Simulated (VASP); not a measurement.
Wanted: the native input for a VASP 6.6.1 run.

```
Task                   : single point
Functional             : LDA
Potentials or basis    : VASP PAW LDA potentials, release 64 (Ti_sv, O_h)
Cutoff                 : 1340 eV
k mesh                 : 6 × 6 × 10
Occupations            : gaussian, width 0.05 eV
Spin                   : no spin polarisation
Dipole correction      : no
Further INCAR settings : ALGO = Normal; EDIFF = 1e-06; NBANDS = 33
```

The structure of TiO2 lies in POSCAR:

```
TiO2
1.0
    4.2307000000      0.0000000000      0.0000000000
    0.0000000000      4.2307000000      0.0000000000
    0.0000000000      0.0000000000      3.1509000000
Ti O
2 4
Direct
    0.0000000000      0.0000000000      0.0000000000
    0.5000000000      0.5000000000      0.5000000000
    0.3039457556      0.3039457556      0.0000000000
    0.1960542444      0.8039457556      0.5000000000
    0.6960542444      0.6960542444      0.0000000000
    0.8039457556      0.1960542444      0.5000000000
```

The input as run:

INCAR

```
SYSTEM = TiO2
PREC = Accurate ; ENCUT = 1340
EDIFF = 1E-6 ; ISMEAR = 0
SIGMA = 0.05 ; LREAL = .FALSE.
LASPH = .TRUE. ; NELM = 120
ALGO = Normal ; ISIF = 2
LWAVE = .FALSE. ; LCHARG = .FALSE.
NBANDS = 33 ; GGA_COMPAT = .FALSE.
```

KPOINTS

```
regular mesh
0
G
  6 6 10
  0 0 0
```

Potentials or basis: VASP PAW LDA potentials, release 64 (Ti_sv, O_h).

Command:

```console
$ cat potpaw_LDA.64/Ti_sv/POTCAR potpaw_LDA.64/O_h/POTCAR > POTCAR
$ mpirun -np 1 vasp_std > vasp.out
```

Results of the run:

```
Pressure               : 17.6 GPa
Largest force          : 0.529 eV/Å
Band gap on the k mesh : 2.09 eV
```

Caveat: the stress differs along the axes, from -8 to 30 GPa.

Wall time 5.6 min on 1 thread of AMD EPYC 9R45 96-Core Processor (Zen 5), with other jobs on the host, peak memory 0.47 GiB.
